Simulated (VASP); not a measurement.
Set up this calculation in VASP 6.6.1, as the native input.

| Item | Value |
| --- | --- |
| Task | single point |
| Functional | pbesol exchange, pbe correlation |
| Potentials or basis | VASP PAW PBE potentials, release 64 (Zn) |
| Cutoff | 500 eV |
| k mesh | 12 × 12 × 12 |
| Occupations | fermi-dirac, width 0.025 eV |
| Spin | collinear spin, zero start |
| Starting moments | [0.0] μB |
| Fixed moment | 0 μB |
| Dipole correction | no |
| Further INCAR settings | ALGO = Normal; EDIFF = 1e-06; NBANDS = 16 |

The structure of Zn lies in POSCAR:

```
Zn
1.0
   -1.5690370000      1.5690370000      1.5690370000
    1.5690370000     -1.5690370000      1.5690370000
    1.5690370000      1.5690370000     -1.5690370000
Zn
1
Direct
    0.0000000000      0.0000000000      0.0000000000
```

This isn't the form of Zn at room conditions, which is hcp.

These files were run (other wordings do the same):

INCAR

```
SYSTEM = Zn
PREC     = Accurate       ! precision mode
ENCUT    = 500            ! plane-wave cutoff, eV
EDIFF    = 1E-6           ! SCF threshold, eV
ISMEAR   = -1             ! smearing method
SIGMA    = 0.025          ! smearing width, eV
LREAL    = .False.        ! projectors in reciprocal space
LASPH    = .True.         ! aspherical terms in the spheres
NELM     = 200            ! most SCF steps
ALGO     = Normal         ! electronic algorithm
ISIF     = 2              ! what is computed and relaxed
LWAVE    = .False.        ! write WAVECAR
LCHARG   = .True.         ! write CHGCAR
ISPIN    = 2              ! spin polarisation
MAGMOM   = 0              ! initial moments
LORBIT   = 11             ! projections on sites
NUPDOWN  = 0.0            ! fixed moment
GGA      = LIBXC          ! functional
LIBXC1   = GGA_X_PBE_SOL
LIBXC2   = GGA_C_PBE    
LELF     = .True.         ! ELF
LVHAR    = .True.       
NBANDS   = 16             ! bands
GGA_COMPAT= .False.
```

KPOINTS

```
Automatic mesh
0
Gamma
  12 12 12
  0 0 0
```

Potentials or basis: VASP PAW PBE potentials, release 64 (Zn).

Launch:

```console
$ cat potpaw_PBE.64/Zn/POTCAR > POTCAR
$ mpirun -np 1 vasp_std > vasp.out
```

It gave:

```yaml
Pressure: -5.9 GPa
Net_moment: 0.00 μB per cell
Valence_electrons_inside_the_program's_atomic_spheres: Zn 10.72
```

Caveat: the cell stands under tension; the PAW data sets were made with another functional, which shifts forces and pressure a little; the total moment is fixed, so each spin has its own Fermi level.

Wall time 34 s on 1 thread of AMD EPYC 7R13, with other jobs on the host, peak memory 0.11 GiB.
